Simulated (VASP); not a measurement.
Write the native input for VASP 6.6.1 that does the following.

| Item | Value |
| --- | --- |
| Task | single point |
| Functional | r2SCAN |
| Potentials or basis | VASP PAW PBE potentials, release 64 (Si, W_sv) |
| Cutoff | 520 eV |
| k mesh | 14 × 14 × 14 |
| Occupations | gaussian, width 0.15 eV |
| Spin | no spin polarisation |
| Dipole correction | no |
| Further INCAR settings | ALGO = Normal; EDIFF = 1e-07; NBANDS = 31 |

The system is SiW3.

```
Si W
1.0
    -2.58915    2.58915    2.74450
     2.58915   -2.58915    2.74450
     2.58915    2.58915   -2.74450
Si W
1 3
Cartesian
  0.0000 0.0000 0.0000
  0.0000 0.0000 2.7445
  0.0000 2.5892 0.0000
  2.5892 0.0000 0.0000
```

This cell differs from its parent crystal: strain +0.0600 x Voigt [0, 0, 1, 0, 0, 0].

The input as run:

POSCAR

```
SiW3
1.0
   -2.5891531054      2.5891531054      2.7445022917
    2.5891531054     -2.5891531054      2.7445022917
    2.5891531054      2.5891531054     -2.7445022917
Si W
1 3
Direct
    0.0000000000      0.0000000000      0.0000000000
    0.5000000000      0.5000000000      0.0000000000
    0.5000000000      0.0000000000      0.5000000000
    0.0000000000      0.5000000000      0.5000000000
```

INCAR.step1

```
SYSTEM = SiW3
  PREC = Accurate
  ENCUT = 520
  ISMEAR = 0
  SIGMA = 0.15
  LREAL = .False.
  LASPH = .True.
  NELM = 80
  NBANDS = 31
  GGA = PE
  ALGO = Normal
  EDIFF = 1E-4
  LWAVE = .True.
  LCHARG = .False.
```

INCAR.step2

```
SYSTEM = SiW3
  PREC = Accurate
  ENCUT = 520
  EDIFF = 1E-7
  ISMEAR = 0
  SIGMA = 0.15
  LREAL = .False.
  LASPH = .True.
  NELM = 80
  ALGO = Normal
  ISIF = 2
  LWAVE = .False.
  LCHARG = .False.
  METAGGA = R2SCAN
  LMIXTAU = .True.
  NBANDS = 31
  ISTART = 1
```

KPOINTS

```
Automatic mesh
0
Gamma
  14 14 14
  0 0 0
```

Potentials or basis: VASP PAW PBE potentials, release 64 (Si, W_sv).

Run with:

```console
$ cat potpaw_PBE.64/Si/POTCAR potpaw_PBE.64/W_sv/POTCAR > POTCAR
$ cp INCAR.step1 INCAR
$ mpirun -np 1 vasp_std > vasp.out
$ cp INCAR.step2 INCAR
$ mpirun -np 1 vasp_std > vasp.out
```

Results of the run:

- Pressure: -8.4 GPa
- Band gap on the k mesh: zero (bands 23 and 24 overlap by 1.84 eV)

Caveat: the cell differs from its parent crystal (strain +0.0600 x Voigt [0, 0, 1, 0, 0, 0]); the cell stands under tension; the PAW data sets were made with another functional, which shifts forces and pressure a little; spin-orbit coupling is left out, which moves the levels of the heavy elements.

It took 18 min on 1 thread of Intel(R) Xeon(R) Platinum 8488C (Sapphire Rapids), with other jobs on the host, peak memory 0.55 GiB.
